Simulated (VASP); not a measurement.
**Sc: single point with LDA**

The system is Sc.

```xyz
2
Lattice="2.3291 0.0000 0.0000 -1.1646 2.0171 0.0000 0.0000 0.0000 4.1257" Properties=species:S:1:pos:R:3 pbc="T T T"
Sc    0.0000    1.3447    1.0314
Sc    1.1646    0.6724    3.0943
```

This cell differs from its parent crystal: volume scaled by 0.43.

| Property | Result |
| --- | --- |
| Program | VASP 6.6.1 |
| Task | single point |
| Functional | LDA |
| Potentials or basis | VASP PAW LDA potentials, release 64 (Sc_sv) |
| Cutoff | 520 eV |
| k mesh | 15 × 15 × 8 |
| Occupations | fermi-dirac, width 0.05 eV |
| Spin | no spin polarisation |

- Pressure: 157.7 GPa
- Band gap on the k mesh: zero (band 11 reaches 12.50 eV, above the bottom of band 12 at 9.24 eV)

Stress tensor (GPa, compression positive):
```
158.30   0.00   0.00
  0.00 158.30   0.00
  0.00   0.00 156.49
```

Levels at points of the mesh, in eV from the Fermi level:
| k point | band 9 | band 10 | band 11 | band 12 | band 13 | band 14 |
| --- | --- | --- | --- | --- | --- | --- |
| (0.00, 0.00, 0.00) | -3.49 | -2.48 | 0.88 | 2.32 | 2.32 | 3.23 |
| (0.00, 0.00, 0.50) | -1.52 | -1.52 | 1.35 | 1.35 | 2.38 | 2.38 |

Run time: 20 s on 1 thread of AMD EPYC 9R45 96-Core Processor (Zen 5), on a shared host, peak memory 0.12 GiB.
